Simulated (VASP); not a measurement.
# Ge5P (F-43m) in VASP: notebook

Runs on Ge5P. Level: PBE. Tasks: single point.

Everything below comes from runs of VASP 6.6.1. Logs are shortened: lines on timing, memory, paths and dates and some standing lists are left out, and cuts for length are marked.

## (1) The cell of the first run

Symmetry: F-43m, No. 216, cubic system. Conventional cell: a = 7.987 Å, b = 7.987 Å, c = 7.987 Å, α = 90.00°, β = 90.00°, γ = 90.00°. Within 4.3 Å of Ge (site symmetry -43m) lie 12 Ge at 3.31 Å and 4 P at 3.46 Å. Within 3.7 Å of Ge (site symmetry 3m) lie 9 Ge at 2.79 to 3.31 Å and 3 P at 3.31 Å. P (site symmetry -43m) has 16 Ge at 3.31 to 3.46 Å within 4.4 Å.

The cell was generated, and may not be a known phase.

## (2) Single point, PBE

Contents of INCAR:

```
SYSTEM = Ge5P
PREC     = Accurate       ! precision mode
ENCUT    = 520            ! plane-wave cutoff, eV
EDIFF    = 1E-6           ! SCF threshold, eV
ISMEAR   = 0              ! smearing method
SIGMA    = 0.1            ! smearing width, eV
LREAL    = .FALSE.        ! projectors in reciprocal space
LASPH    = .TRUE.         ! aspherical terms in the spheres
NELM     = 100            ! most SCF steps
ALGO     = Normal         ! electronic algorithm
ISIF     = 2              ! what is computed and relaxed
LWAVE    = .FALSE.        ! write WAVECAR
LCHARG   = .FALSE.        ! write CHGCAR
GGA      = PE             ! functional
NBANDS   = 46             ! bands
```

Contents of KPOINTS:

```
Automatic mesh
0
G
  4 4 4
  0 0 0
```

Contents of POSCAR:

```
Ge5P
1.0
    0.0000000000      3.9933125600      3.9933125600
    3.9933125600      0.0000000000      3.9933125600
    3.9933125600      3.9933125600      0.0000000000
Ge P
5 1
Direct
    0.2500000000      0.2500000000      0.2500000000
    0.1295901500      0.6234699500      0.6234699500
    0.6234699500      0.6234699500      0.6234699500
    0.6234699500      0.6234699500      0.1295901500
    0.6234699500      0.1295901500      0.6234699500
    0.0000000000      0.0000000000      0.0000000000
```

Potentials or basis: VASP PAW PBE potentials, release 64 (Ge_d, P).

Run with:

```
$ cat potpaw_PBE.64/Ge_d/POTCAR potpaw_PBE.64/P/POTCAR > POTCAR
$ mpirun -np 1 vasp_std > vasp.out
```

OUTCAR:

```text
SYSTEM = Ge5P
   PREC = Accurate
   ENCUT = 520
   EDIFF = 1E-6
   ISMEAR = 0
   LREAL = .FALSE.
   LASPH = .TRUE.
   NELM = 100
   ISIF = 2
   GGA = PE

 ion  position               nearest neighbor table
   1  0.250  0.250  0.250-
   2  0.130  0.623  0.623-   3 2.79   4 2.79   5 2.79   5 2.86   4 2.86   3 2.86
   3  0.623  0.623  0.623-   2 2.79   4 2.79   5 2.79   2 2.86   5 2.86   4 2.86
   4  0.623  0.623  0.130-   2 2.79   3 2.79   5 2.79   5 2.86   2 2.86   3 2.86
   5  0.623  0.130  0.623-   2 2.79   3 2.79   4 2.79   2 2.86   4 2.86   3 2.86
   6  0.000  0.000  0.000-

  LATTYP: Found a face centered cubic cell.
 ALAT       =     7.9866251200

  Lattice vectors:

 A1 = (   0.0000000000,   3.9933125600,   3.9933125600)
 A2 = (   3.9933125600,   0.0000000000,   3.9933125600)
 A3 = (   3.9933125600,   3.9933125600,   0.0000000000)

Analysis of symmetry for initial positions (statically):
=====================================================================
 Subroutine PRICEL returns:
 Original cell was already a primitive cell.

 Routine SETGRP: Setting up the symmetry group for a
 face centered cubic supercell.

 Subroutine GETGRP returns: Found 24 space group operations
 (whereof 24 operations were pure point group operations)
 out of a pool of 48 trial point group operations.

The static configuration has the point symmetry T_d .

Analysis of symmetry for dynamics (positions and initial velocities):
=====================================================================
 Subroutine PRICEL returns:
 Original cell was already a primitive cell.

 Routine SETGRP: Setting up the symmetry group for a
 face centered cubic supercell.

 Subroutine GETGRP returns: Found 24 space group operations
 (whereof 24 operations were pure point group operations)
 out of a pool of 48 trial point group operations.

The dynamic configuration has the point symmetry T_d .

 Subroutine INISYM returns: Found 24 space group operations
 (whereof 24 operations are pure point group operations),
 and found     1 'primitive' translations

----------------------------------------------------------------------------------------

                                     Primitive cell

  volume of cell :     127.3591

  direct lattice vectors                    reciprocal lattice vectors
     0.000000000  3.993312560  3.993312560    -0.125209332  0.125209332  0.125209332
     3.993312560  0.000000000  3.993312560     0.125209332 -0.125209332  0.125209332
     3.993312560  3.993312560  0.000000000     0.125209332  0.125209332 -0.125209332

  length of vectors
     5.647396781  5.647396781  5.647396781     0.216868925  0.216868925  0.216868925

  position of ions in fractional coordinates (direct lattice)
     0.250000000  0.250000000  0.250000000
     0.129590150  0.623469950  0.623469950
     0.623469950  0.623469950  0.623469950
     0.623469950  0.623469950  0.129590150
     0.623469950  0.129590150  0.623469950
     0.000000000  0.000000000  0.000000000

  ion indices of the primitive-cell ions
   primitive index   ion index
                 1           1
                 2           2
                 3           3
                 4           4
                 5           5
                 6           6

----------------------------------------------------------------------------------------

 KPOINTS: Automatic mesh

Automatic generation of k-mesh.
 Grid dimensions read from file:
 generate k-points for:    4    4    4

 Generating k-lattice:

  Cartesian coordinates                     Fractional coordinates (reciprocal lattice)
    -0.031302333  0.031302333  0.031302333     0.250000000  0.000000000  0.000000000
     0.031302333 -0.031302333  0.031302333     0.000000000  0.250000000  0.000000000
     0.031302333  0.031302333 -0.031302333     0.000000000  0.000000000  0.250000000

  Length of vectors
     0.054217231  0.054217231  0.054217231

  Shift w.r.t. Gamma in fractional coordinates (k-lattice)
     0.000000000  0.000000000  0.000000000

 Subroutine IBZKPT returns following result:
 ===========================================

 Found      8 irreducible k-points:

 Following reciprocal coordinates:
            Coordinates               Weight
  0.000000  0.000000  0.000000      1.000000
  0.250000  0.000000  0.000000      8.000000
  0.500000  0.000000  0.000000      4.000000
  0.250000  0.250000  0.000000      6.000000
  0.500000  0.250000  0.000000     24.000000
 -0.250000  0.250000  0.000000     12.000000
  0.500000  0.500000  0.000000      3.000000
 -0.250000  0.500000  0.250000      6.000000
   k-points           NKPTS =      8   k-points in BZ     NKDIM =      8   number of bands    NBANDS=     46
   number of dos      NEDOS =    301   number of ions     NIONS =      6
   total plane-waves  NPLWV =  74088
   dimension x,y,z NGX =    42 NGY =   42 NGZ =   42
   dimension x,y,z NGXF=    84 NGYF=   84 NGZF=   84
   ions per type =               5   1
   NGX,Y,Z   is equivalent  to a cutoff of  12.36, 12.36, 12.36 a.u.
   NGXF,Y,Z  is equivalent  to a cutoff of  24.73, 24.73, 24.73 a.u.
 SYSTEM =  Ge5P
   PREC   = accura    normal or accurate (medium, high low for compatibility)
   ISTART =      0    job   : 0-new  1-cont  2-samecut
   ICHARG =      2    charge: 1-file 2-atom 10-const
   ISPIN  =      1    spin polarized calculation?
   LNONCOLLINEAR =      F non collinear calculations
   LSORBIT =      F    spin-orbit coupling
   LASPH  =      T    aspherical Exc in radial PAW
   ENCUT  =  520.0 eV  38.22 Ry    6.18 a.u.  10.50 10.50 10.50*2*pi/ulx,y,z
   NELM   =    100;   NELMIN=  2; NELMDL= -5     # of ELM steps
   EDIFF  = 0.1E-05   stopping-criterion for ELM
   LREAL  =      F    real-space projection
   EDIFFG = 0.1E-04   stopping-criterion for IOM
   NSW    =      0    number of steps for IOM
   IBRION =     -1    ionic relax: 0-MD 1-quasi-New 2-CG
   NFREE  =      0    steps in history (QN), initial steepest desc. (CG)
   ISIF   =      2    stress and relaxation
   ISYM   =      2    0-nonsym 1-usesym 2-fastsym
   POTIM  = 0.5000    time-step for ionic-motion
   TEBEG  =    0.0;   TEEND  =   0.0 temperature during run
   PSTRESS=    0.0 pullay stress
   NELECT =      75.0000    total number of electrons
   NUPDOWN=      -1.0000    fix difference up-down
   EMIN   =  10.00;   EMAX   =-10.00  energy-range for DOS
   EFERMI =   0.00;   METHOD = LEGACY
   ISMEAR =     0;   SIGMA  =   0.10  broadening in eV -4-tet -1-fermi 0-gaus
   EFERMI_NEDOS =   21; number of points for ismear=-14 and -15
   IALGO  =     38    algorithm
   IMIX   =      4    mixing-type and parameters
     AMIX     =   0.40;   BMIX     =  1.00
     AMIX_MAG =   1.60;   BMIX_MAG =  1.00
  volume/ion in A,a.u.               =      21.23       143.24
  Fermi-wavevector in a.u.,A,eV,Ry     =   1.372204  2.593089 25.618998  1.882943
  Thomas-Fermi vector in A             =   2.497832
   LORBIT       =      0    0 simple, 1 ext, 2 COOP (PROOUT), +10 PAW based schemes
   GGA     = PE    functional components
   LHFCALC =     F    Hartree Fock is set to
   AEXX    =    0.0000 exact exchange contribution
   IVDW    =     0    specifies the selected vdW correction
   LEPSILON=     F    determine dielectric tensor
   LRPA    =     F    only Hartree local field effects (RPA)
 non-spin polarized calculation
 Gauss-broadening in eV      SIGMA  =   0.10
  energy-cutoff  :      520.00
  volume of cell :      127.36
 maximum number of plane-waves:      3479
 NGX is ok and might be reduce to    42
   NGX = 21   NGY = 21   NGZ = 21

 number of electron      74.9999996 magnetization

 Free energy of the ion-electron system (eV)
  ---------------------------------------------------
  ext. energy  EPLUGINS =         0.00000000
  ---------------------------------------------------
  free energy    TOTEN  =       -24.24947800 eV

  energy without entropy =      -24.22610295  energy(sigma->0) =      -24.23779047

 E-fermi :   5.4825     XC(G=0): -10.5420

 val. band max:        5.4567732561   @ k =  -0.2500   0.5000   0.2500
 cond. band min:       5.5510784169   @ k =   0.5000   0.2500   0.0000
 fundamental gap:      0.0943051608
 Fermi energy:         5.4825390078

 k-point     1 :       0.0000    0.0000    0.0000
  band No.  band energies     occupation
      1     -19.4579      2.00000
      2     -19.4579      2.00000
      3     -19.4560      2.00000
      4     -19.4560      2.00000
      5     -19.4560      2.00000
      6     -19.4317      2.00000
[... 38 lines left out ...]
     45      11.5454      0.00000
     46      11.5455      0.00000

 k-point     2 :       0.2500    0.0000    0.0000
  band No.  band energies     occupation
      1     -19.4581      2.00000
      2     -19.4581      2.00000
      3     -19.4563      2.00000
      4     -19.4561      2.00000
      5     -19.4561      2.00000
      6     -19.4171      2.00000
[... 38 lines left out ...]
     45      10.1025      0.00000
     46      11.5421      0.00000

 k-point     3 :       0.5000    0.0000    0.0000
  band No.  band energies     occupation
      1     -19.4584      2.00000
      2     -19.4584      2.00000
      3     -19.4566      2.00000
      4     -19.4561      2.00000
      5     -19.4561      2.00000
      6     -19.4064      2.00000
[... 38 lines left out ...]
     45       9.6686      0.00000
     46       9.6686      0.00000

 k-point     4 :       0.2500    0.2500    0.0000
  band No.  band energies     occupation
      1     -19.4582      2.00000
      2     -19.4582      2.00000
      3     -19.4565      2.00000
      4     -19.4565      2.00000
      5     -19.4557      2.00000
      6     -19.4100      2.00000
[... 38 lines left out ...]
     45      10.5336      0.00000
     46      10.5337      0.00000

 k-point     5 :       0.5000    0.2500    0.0000
  band No.  band energies     occupation
      1     -19.4586      2.00000
      2     -19.4584      2.00000
      3     -19.4568      2.00000
      4     -19.4565      2.00000
      5     -19.4557      2.00000
      6     -19.3939      2.00000
[... 38 lines left out ...]
     45       9.1382      0.00000
     46       9.5315      0.00000

 k-point     6 :      -0.2500    0.2500    0.0000
  band No.  band energies     occupation
      1     -19.4585      2.00000
      2     -19.4582      2.00000
      3     -19.4567      2.00000
      4     -19.4562      2.00000
      5     -19.4559      2.00000
      6     -19.3991      2.00000
[... 38 lines left out ...]
     45       9.1259      0.00000
     46       9.7680      0.00000

 k-point     7 :       0.5000    0.5000    0.0000
  band No.  band energies     occupation
      1     -19.4586      2.00000
      2     -19.4585      2.00000
      3     -19.4569      2.00000
      4     -19.4569      2.00000
      5     -19.4555      2.00000
      6     -19.3897      2.00000
[... 38 lines left out ...]
     45       7.5178      0.00000
     46       8.7858      0.00000

 k-point     8 :      -0.2500    0.5000    0.2500
  band No.  band energies     occupation
      1     -19.4587      2.00000
      2     -19.4584      2.00000
      3     -19.4569      2.00000
      4     -19.4567      2.00000
      5     -19.4555      2.00000
      6     -19.3742      2.00000
[... 38 lines left out ...]
     45       9.2885      0.00000
     46       9.5687      0.00000

------------------------ aborting loop because EDIFF is reached ----------------------------------------

  FORCE on cell =-STRESS in cart. coord.  units (eV):
  Direction    XX          YY          ZZ          XY          YZ          ZX
  --------------------------------------------------------------------------------------
  -------------------------------------------------------------------------------------
  Total       -2.9681364     -2.9681364     -2.9681364      0.0000000     -0.0000000      0.0000000
  in kB      -37.3391593    -37.3391593    -37.3391593      0.0000000     -0.0000000      0.0000000
  external PRESSURE =     -37.3391593 kB  Pullay stress =       0.0000000 kB

 VOLUME and BASIS-vectors are now :
 -----------------------------------------------------------------------------
  energy-cutoff  :      520.00
  volume of cell :      127.36
      direct lattice vectors                 reciprocal lattice vectors
     0.000000000  3.993312560  3.993312560    -0.125209332  0.125209332  0.125209332
     3.993312560  0.000000000  3.993312560     0.125209332 -0.125209332  0.125209332
     3.993312560  3.993312560  0.000000000     0.125209332  0.125209332 -0.125209332

 POSITION                                       TOTAL-FORCE (eV/Angst)
 -----------------------------------------------------------------------------------
      1.99666      1.99666      1.99666         0.000000     -0.000000     -0.000000
      4.97942      3.00720      3.00720         0.100355     -0.100355     -0.100355
      4.97942      4.97942      4.97942         0.100355      0.100355      0.100355
      3.00720      3.00720      4.97942        -0.100355     -0.100355      0.100355
      3.00720      4.97942      3.00720        -0.100355      0.100355     -0.100355
      0.00000      0.00000      0.00000         0.000000     -0.000000     -0.000000
 -----------------------------------------------------------------------------------
    total drift:                                0.000003      0.000003      0.000004

  FREE ENERGIE OF THE ION-ELECTRON SYSTEM (eV)
  ---------------------------------------------------
  free  energy   TOTEN  =       -24.2494779957 eV

  energy  without entropy=      -24.2261029465  energy(sigma->0) =      -24.23779047
```

Wall time 62 s (1 thread of Intel Xeon 6975P-C (Granite Rapids), shared host); peak memory 0.25 GiB.

Results:

```yaml
Free_energy: -24.2495 eV
Pressure: -3.7 GPa
Largest_force: 0.174 eV/Å
Band_gap_on_the_k_mesh: zero (an odd number of electrons rules out a gap without spin polarisation)
```

Forces on the atoms (eV/Å):
```
Ge   0.000  0.000  0.000
Ge   0.100 -0.100 -0.100
Ge   0.100  0.100  0.100
Ge  -0.100 -0.100  0.100
Ge  -0.100  0.100 -0.100
P    0.000  0.000  0.000
```

Levels at points of the mesh, in eV from the Fermi level:
```
           k point  band 33  band 34  band 35  band 36  band 37  band 38  band 39  band 40  band 41  band 42
(0.00, 0.00, 0.00)    -3.92    -3.92    -3.92    -1.66    -1.66    -1.66    -1.41    -1.41     3.21     3.21
(0.50, 0.00, 0.00)    -3.97    -3.30    -0.99    -0.80    -0.80     0.09     0.09     1.38     2.15     2.60
(0.50, 0.50, 0.00)    -1.86    -1.56    -1.56     0.07     0.26     0.26     0.80     1.02     1.05     1.71
```

Caveat: the cell stands under tension; an odd number of electrons without spin polarisation forces a metal; a magnetic or distorted state may lie lower.

## (3) Single point, PBE

This run uses another cell than the first one, of 19.63 Å³/atom.

Contents of INCAR:

```
PREC     = Accurate       # precision mode
ENCUT    = 520            # plane-wave cutoff, eV
EDIFF    = 1E-6           # SCF threshold, eV
ISMEAR   = 0              # smearing method
SIGMA    = 0.1            # smearing width, eV
LREAL    = False          # projectors in reciprocal space
LASPH    = True           # aspherical terms in the spheres
NELM     = 100            # most SCF steps
ALGO     = Normal         # electronic algorithm
ISIF     = 2              # what is computed and relaxed
LWAVE    = False          # write WAVECAR
LCHARG   = True           # write CHGCAR
GGA      = PE             # functional
LELF     = True           # ELF
LVHAR    = True         
NBANDS   = 46             # bands
```

Contents of KPOINTS:

```
regular mesh
0
Gamma
  8 8 8
```

Contents of POSCAR:

```
Ge5P
1.0
    0.0000000000      3.8904925665      3.8904925665
    3.8904925665      0.0000000000      3.8904925665
    3.8904925665      3.8904925665      0.0000000000
Ge P
5 1
Direct
    0.2500000000      0.2500000000      0.2500000000
    0.1242518336      0.6252493888      0.6252493888
    0.6252493888      0.6252493888      0.6252493888
    0.6252493888      0.6252493888      0.1242518336
    0.6252493888      0.1242518336      0.6252493888
    0.0000000000      0.0000000000      0.0000000000
```

Potentials or basis: VASP PAW PBE potentials, release 64 (Ge_d, P).

Run with:

```
$ cat potpaw_PBE.64/Ge_d/POTCAR potpaw_PBE.64/P/POTCAR > POTCAR
$ mpirun -np 1 vasp_std > vasp.out
```

Wall time 3.4 min (1 thread of Intel Xeon 6975P-C (Granite Rapids), shared host); peak memory 0.31 GiB.

It converged, with:

| Quantity | Value |
| --- | --- |
| Free energy | -24.4995 eV |
| Pressure | 0.0 GPa |
| Band gap on the k mesh | zero (an odd number of electrons rules out a gap without spin polarisation) |

Forces in eV/Å, atoms in the order of the input:
```
Ge   0.000  0.000  0.000
Ge  -0.001  0.001  0.001
Ge  -0.001 -0.001 -0.001
Ge   0.001  0.001 -0.001
Ge   0.001 -0.001  0.001
P    0.000  0.000  0.000
```

Levels at points of the mesh, in eV from the Fermi level:
| k point | band 35 | band 36 | band 37 | band 38 | band 39 | band 40 |
| --- | --- | --- | --- | --- | --- | --- |
| (0.00, 0.00, 0.00) | -4.30 | -1.89 | -1.89 | -1.89 | -1.61 | -1.61 |
| (0.50, 0.00, 0.00) | -1.15 | -0.84 | -0.84 | -0.03 | -0.03 | 1.59 |
| (0.50, 0.50, 0.00) | -1.52 | 0.15 | 0.23 | 0.23 | 0.86 | 0.90 |

Caveat: an odd number of electrons without spin polarisation forces a metal; a magnetic or distorted state may lie lower.

The gap in the log of VASP goes by the Fermi energy; the results here count the filled bands.